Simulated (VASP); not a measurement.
A run of VASP 6.6.1:

INCAR

```
PREC = Accurate
ENCUT = 520
EDIFF = 1E-6
ISMEAR = -1
SIGMA = 0.01
LREAL = F
LASPH = T
NELM = 150
ALGO = Normal
ISIF = 2
LWAVE = F
LCHARG = T
MAGMOM = 0 0 0 0 0 0
LORBIT = 11
LSORBIT = T
GGA_COMPAT = F
LORBMOM = T
GGA = PE
LVHAR = T
NBANDS = 14
```

KPOINTS

```
Automatic mesh
0
Gamma
  1 1 1
```

The input POSCAR:

```
H
1.0
   12.0000000000      0.0000000000      0.0000000000
    0.0000000000     12.3000000000      0.0000000000
    0.0000000000      0.0000000000     12.6000000000
H
2
Direct
    0.5000000000      0.5000000000      0.4702380952
    0.5000000000      0.5000000000      0.5297619048
```

Potentials or basis: VASP PAW PBE potentials, release 64 (H).

Command:

```console
$ cat potpaw_PBE.64/H/POTCAR > POTCAR
$ mpirun -np 1 vasp_ncl > vasp.out
```

Hardware: 1 thread of AMD EPYC 7R13 (shared host).

Estimate the wall time of this run.

Run time: 23 min on 1 thread of AMD EPYC 7R13, on a shared host, peak memory 4 GiB. Counts: scf iterations 20, k points 1.
